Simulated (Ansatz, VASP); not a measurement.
# NaBeF3: VASP beside Ansatz

```
Na Be F
1.0
     2.91391    0.00000    0.00000
     0.00000    5.24122    0.00000
     0.00000    0.00000    9.75444
Na Be F
2 2 6
Direct
  0.00000 0.17624 0.90509
  0.00000 0.82376 0.40509
  0.50000 0.31889 0.21869
  0.50000 0.68111 0.71869
  0.00000 0.46958 0.25828
  0.00000 0.53042 0.75828
  0.50000 0.07695 0.30403
  0.50000 0.92305 0.80403
  0.50000 0.28632 0.06444
  0.50000 0.71368 0.56444
```

Change from the starting cell: the structure that the rattled cell fell into.

Alike in both runs: functional PBE; k mesh 8 × 6 × 4; occupations gaussian, width 0.02 eV; no spin polarisation.

Ansatz relaxed the structure, and its values are those at the end. VASP's run is a single point on that final structure, the one shown.

|  | VASP | Ansatz |
| --- | --- | --- |
| version | VASP 6.6.1 | Ansatz 0.2.0 |
| potentials or method | VASP PAW PBE potentials, release 64 (Na_pv, Be, F), cutoff 520 eV | scalar-relativistic, plane waves, PAW |
| valence electrons in the cell | 60 | 64 |

Ansatz gave:

```
gap on the k mesh at the Fermi level (eV) : 6.72
least direct gap on the mesh (eV)         : 6.72
pressure (GPa)                            : 0.0
rms of the force components (eV/Å)        : 0.002
```

Problem. Which values does VASP return?

Solution. gap on the k mesh at the Fermi level (eV): 6.71; least direct gap on the mesh (eV): 6.71; pressure (GPa): 0.0; rms of the force components (eV/Å): 0.014.

VASP's potentials hold 60 valence electrons a cell and Ansatz's 64, so a difference there can come from the potentials and not from the codes. Ansatz's warnings: xc potential rough in thin density.
